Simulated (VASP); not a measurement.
# SiC (P6_3mc) in VASP: electric field gradients with PBEsol

Aim: the electric field gradients of SiC with PBEsol.

Program: VASP 6.6.1. These are calculated values, not measurements. Logs are shortened: lines on timing, memory, paths and dates and some standing lists are left out, and cuts for length are marked.

## Step 1: The cell of the first run

Symmetry: P6_3mc, No. 186, hexagonal system. The conventional cell has a = 3.095 Å, b = 3.095 Å, c = 15.170 Å, α = 90.00°, β = 90.00°, γ = 120.00°. Within 2.5 Å of Si (site symmetry 3m) lie 4 C at 1.90 Å. Si (site symmetry 3m) has 4 C at 1.90 Å within 2.5 Å. Within 2.5 Å of Si (site symmetry 3m) lie 4 C at 1.90 Å. C (site symmetry 3m) has 4 Si at 1.90 Å within 2.5 Å. C (site symmetry 3m) has 4 Si at 1.90 Å within 2.5 Å. C (site symmetry 3m) has 4 Si at 1.90 Å within 2.5 Å.

## Step 2: Electric field gradients, PBEsol

INCAR

```
ALGO = Normal
EDIFF = 1E-8
ENCUT = 520
GGA = PS
ISIF = 2
ISMEAR = -1
LASPH = True
LCHARG = False
LEFG = True
LREAL = False
LWAVE = False
NBANDS = 36
NELM = 100
PREC = Accurate
SIGMA = 0.02
```

KPOINTS

```
k-points
0
Gamma
  9 9 2
```

POSCAR

```
SiC
1.0
    3.0950000000      0.0000000000      0.0000000000
   -1.5475000000      2.6803486247      0.0000000000
    0.0000000000      0.0000000000     15.1700000000
Si C
6 6
Direct
    0.0000000000      0.0000000000      0.1250000000
    0.0000000000      0.0000000000      0.6250000000
    0.3333333333      0.6666666667      0.2917000000
    0.6666666667      0.3333333333      0.7917000000
    0.3333333333      0.6666666667      0.9583000000
    0.6666666667      0.3333333333      0.4583000000
    0.0000000000      0.0000000000      0.0000000000
    0.0000000000      0.0000000000      0.5000000000
    0.3333333333      0.6666666667      0.1667000000
    0.6666666667      0.3333333333      0.6667000000
    0.3333333333      0.6666666667      0.8333000000
    0.6666666667      0.3333333333      0.3333000000
```

Potentials or basis: VASP PAW PBE potentials, release 64 (Si, C).

On the command line:

```
$ cat potpaw_PBE.64/Si/POTCAR potpaw_PBE.64/C/POTCAR > POTCAR
$ mpirun -np 1 vasp_std > vasp.out
```

OUTCAR:

```text
EDIFF = 1E-8
   ENCUT = 520
   GGA = PS
   ISIF = 2
   ISMEAR = -1
   LASPH = True
   LREAL = False
   NELM = 100
   PREC = Accurate

 ion  position               nearest neighbor table
   1  0.000  0.000  0.125-   9 1.90   9 1.90   9 1.90   7 1.90   5 3.10   3 3.10   3 3.10   5 3.10
                             5 3.10   3 3.10
   2  0.000  0.000  0.625-  10 1.90  10 1.90  10 1.90   8 1.90   6 3.10   4 3.10   6 3.10   4 3.10
                             4 3.10   6 3.10
   3  0.333  0.667  0.292-  12 1.90  12 1.90  12 1.90   9 1.90   6 3.10   6 3.10   6 3.10   1 3.10
                             1 3.10   1 3.10
   4  0.667  0.333  0.792-  11 1.90  11 1.90  11 1.90  10 1.90   5 3.10   5 3.10   5 3.10   2 3.10
                             2 3.10   2 3.10
   5  0.333  0.667  0.958-   7 1.90   7 1.90   7 1.90  11 1.90   4 3.10   4 3.10   4 3.10   1 3.10
                             1 3.10   1 3.10
   6  0.667  0.333  0.458-   8 1.90   8 1.90   8 1.90  12 1.90   3 3.10   3 3.10   3 3.10   2 3.10
                             2 3.10   2 3.10
   7  0.000  0.000  0.000-   5 1.90   5 1.90   5 1.90   1 1.90
   8  0.000  0.000  0.500-   6 1.90   6 1.90   6 1.90   2 1.90
   9  0.333  0.667  0.167-   1 1.90   1 1.90   1 1.90   3 1.90
  10  0.667  0.333  0.667-   2 1.90   2 1.90   2 1.90   4 1.90
  11  0.333  0.667  0.833-   4 1.90   4 1.90   4 1.90   5 1.90
  12  0.667  0.333  0.333-   3 1.90   3 1.90   3 1.90   6 1.90

  LATTYP: Found a hexagonal cell.
 ALAT       =     3.0950000000
 C/A-ratio  =     4.9014539580

  Lattice vectors:

 A1 = (   3.0950000000,   0.0000000000,   0.0000000000)
 A2 = (  -1.5475000000,   2.6803486247,   0.0000000000)
 A3 = (   0.0000000000,   0.0000000000,  15.1700000000)

Analysis of symmetry for initial positions (statically):
=====================================================================
 Subroutine PRICEL returns:
 Original cell was already a primitive cell.

 Routine SETGRP: Setting up the symmetry group for a
 hexagonal supercell.

 Subroutine GETGRP returns: Found 12 space group operations
 (whereof  6 operations were pure point group operations)
 out of a pool of 24 trial point group operations.

The static configuration has the point symmetry C_3v.
 The point group associated with its full space group is C_6v.

Analysis of symmetry for dynamics (positions and initial velocities):
=====================================================================
 Subroutine PRICEL returns:
[... 1136 lines left out ...]
    -1.547500000  2.680348625  0.000000000     0.000000000  0.373085796  0.000000000
     0.000000000  0.000000000 15.170000000     0.000000000  0.000000000  0.065919578

 POSITION                                       TOTAL-FORCE (eV/Angst)
 -----------------------------------------------------------------------------------
      0.00000      0.00000      1.89625         0.000000     -0.000000      0.045476
      0.00000      0.00000      9.48125        -0.000000      0.000000      0.045476
     -0.00000      1.78690      4.42509        -0.000000      0.000000      0.024693
      1.54750      0.89345     12.01009         0.000000     -0.000000      0.024693
     -0.00000      1.78690     14.53741        -0.000000      0.000000      0.054404
      1.54750      0.89345      6.95241         0.000000      0.000000      0.054404
      0.00000      0.00000      0.00000         0.000000     -0.000000     -0.143450
      0.00000      0.00000      7.58500         0.000000      0.000000     -0.143450
     -0.00000      1.78690      2.52884        -0.000000     -0.000000      0.032581
      1.54750      0.89345     10.11384        -0.000000      0.000000      0.032581
     -0.00000      1.78690     12.64116         0.000000      0.000000     -0.013704
      1.54750      0.89345      5.05616        -0.000000      0.000000     -0.013704
 -----------------------------------------------------------------------------------
    total drift:                                0.000000      0.000000     -0.000638

  FREE ENERGIE OF THE ION-ELECTRON SYSTEM (eV)
  ---------------------------------------------------
  free  energy   TOTEN  =       -95.4889415755 eV

  energy  without entropy=      -95.4889415755  energy(sigma->0) =      -95.48894158

 Electric field gradients (V/A^2)
---------------------------------------------------------------------
 ion       V_xx      V_yy      V_zz      V_xy      V_xz      V_yz
---------------------------------------------------------------------
   1       0.831     0.830    -1.661    -0.000     0.000    -0.000
   2       0.831     0.830    -1.661    -0.000    -0.000     0.000
   3      -0.660    -0.660     1.319    -0.000     0.000    -0.000
   4      -0.660    -0.660     1.319    -0.000    -0.000     0.000
   5      -0.806    -0.806     1.613    -0.000    -0.000     0.000
   6      -0.806    -0.806     1.613    -0.000     0.000    -0.000
   7      -0.838    -0.838     1.676    -0.000    -0.000     0.000
   8      -0.838    -0.838     1.676    -0.000     0.000    -0.000
   9      -0.190    -0.191     0.381    -0.000     0.000    -0.000
  10      -0.190    -0.191     0.381    -0.000    -0.000     0.000
  11      -0.085    -0.085     0.170    -0.000    -0.000     0.000
  12      -0.085    -0.085     0.170    -0.000     0.000    -0.000
---------------------------------------------------------------------

 Electric field gradients after diagonalization (V/A^2)
 (convention: |V_zz| > |V_xx| > |V_yy|)
----------------------------------------------------------------------
 ion       V_xx      V_yy      V_zz     asymmetry (V_yy - V_xx)/ V_zz
----------------------------------------------------------------------
   1       0.831     0.830    -1.661       0.000
   2       0.831     0.830    -1.661       0.000
   3      -0.660    -0.660     1.319       0.000
   4      -0.660    -0.660     1.319       0.000
   5      -0.807    -0.806     1.613       0.000
   6      -0.807    -0.806     1.613       0.000
   7      -0.838    -0.838     1.676       0.000
   8      -0.838    -0.838     1.676       0.000
   9      -0.191    -0.190     0.381       0.002
  10      -0.191    -0.190     0.381       0.002
  11      -0.085    -0.084     0.170       0.003
  12      -0.085    -0.084     0.170       0.003
----------------------------------------------------------------------

           NMR quadrupolar parameters

 Cq : quadrupolar parameter    Cq=e*Q*V_zz/h
 eta: asymmetry parameters     (V_yy - V_xx)/ V_zz
 Q  : nuclear electric quadrupole moment in mb (millibarn)
----------------------------------------------------------------------
 ion       Cq(MHz)       eta       Q (mb)
----------------------------------------------------------------------
   1      -0.004       0.000       1.000
   2      -0.004       0.000       1.000
   3       0.003       0.000       1.000
   4       0.003       0.000       1.000
   5       0.004       0.000       1.000
   6       0.004       0.000       1.000
   7       0.004       0.000       1.000
   8       0.004       0.000       1.000
   9       0.001       0.002       1.000
  10       0.001       0.002       1.000
  11       0.000       0.003       1.000
  12       0.000       0.003       1.000
----------------------------------------------------------------------
```

OSZICAR:

```text
N       E                     dE             d eps       ncg     rms          rms(c)
DAV:   1     0.119610657088E+03    0.11961E+03   -0.21766E+04  1728   0.121E+03
DAV:   2    -0.939743264938E+02   -0.21358E+03   -0.19923E+03  2260   0.206E+02
DAV:   3    -0.105854649298E+03   -0.11880E+02   -0.11792E+02  2280   0.464E+01
DAV:   4    -0.106038841073E+03   -0.18419E+00   -0.18377E+00  2200   0.657E+00
DAV:   5    -0.106042791862E+03   -0.39508E-02   -0.39470E-02  2224   0.919E-01    0.211E+01
DAV:   6    -0.958969311917E+02    0.10146E+02   -0.29349E+01  2136   0.198E+01    0.958E+00
DAV:   7    -0.955740033529E+02    0.32293E+00   -0.30007E+00  2320   0.653E+00    0.393E+00
DAV:   8    -0.954990510775E+02    0.74952E-01   -0.20606E-01  2112   0.178E+00    0.118E+00
DAV:   9    -0.954885807520E+02    0.10470E-01   -0.26399E-02  2156   0.709E-01    0.170E-01
DAV:  10    -0.954889142914E+02   -0.33354E-03   -0.15915E-03  2168   0.179E-01    0.874E-02
DAV:  11    -0.954889416922E+02   -0.27401E-04   -0.12580E-04  2164   0.619E-02    0.147E-02
DAV:  12    -0.954889409347E+02    0.75756E-06   -0.82893E-06  2172   0.134E-02    0.805E-03
DAV:  13    -0.954889414632E+02   -0.52849E-06   -0.16115E-06  2176   0.536E-03    0.243E-03
DAV:  14    -0.954889414465E+02    0.16616E-07   -0.16457E-07  2236   0.217E-03    0.164E-03
DAV:  15    -0.954889415414E+02   -0.94888E-07   -0.56540E-08  2040   0.109E-03    0.555E-04
DAV:  16    -0.954889415961E+02   -0.54712E-07   -0.25654E-09  1288   0.263E-04    0.436E-04
DAV:  17    -0.954889415728E+02    0.23340E-07   -0.36302E-09  1248   0.260E-04    0.683E-05
DAV:  18    -0.954889415755E+02   -0.26785E-08   -0.48229E-10  1216   0.131E-04
   1 F= -.95488942E+02 E0= -.95488942E+02  d E =-.186739E-11
```

Run time: 3.2 min. Hardware: 1 thread of Intel Xeon 8259CL, shared host; peak memory 0.28 GiB.

What came out:

```yaml
Free_energy: -95.4889 eV
Pressure: -2.8 GPa
Largest_force: 0.143 eV/Å
Band_gap_on_the_k_mesh: 1.99 eV (least direct gap 3.06 eV)
Largest_electric_field_gradient_by_atom: Si -1.7, +1.3, +1.6 (each value once); C +1.7, +0.4, +0.2 (each value once) V/Å²
```

Forces on the atoms (eV/Å):
```
Si   0.000  0.000  0.045
Si   0.000  0.000  0.045
Si   0.000  0.000  0.025
Si   0.000  0.000  0.025
Si   0.000  0.000  0.054
Si   0.000  0.000  0.054
C    0.000  0.000 -0.143
C    0.000  0.000 -0.143
C    0.000  0.000  0.033
C    0.000  0.000  0.033
C    0.000  0.000 -0.014
C    0.000  0.000 -0.014
```

Stress tensor (GPa, compression positive):
```
-3.07  0.00  0.00
 0.00 -3.07  0.00
 0.00  0.00 -2.30
```

Electric field gradients, principal values (V/Å²):
```csv
atom,least,middle,greatest (by size)
1 Si,0.830,0.831,-1.661
2 Si,0.830,0.831,-1.661
3 Si,-0.660,-0.660,1.319
4 Si,-0.660,-0.660,1.319
5 Si,-0.806,-0.807,1.613
6 Si,-0.806,-0.807,1.613
7 C,-0.838,-0.838,1.676
8 C,-0.838,-0.838,1.676
9 C,-0.190,-0.191,0.381
10 C,-0.190,-0.191,0.381
11 C,-0.084,-0.085,0.170
12 C,-0.084,-0.085,0.170
```

Caveat: without QUAD_EFG the Cq values of the log hold for a quadrupole moment of 1 mb, not for the nuclei; the PAW data sets were made with another functional, which shifts forces and pressure a little. A k mesh can miss the band edges.
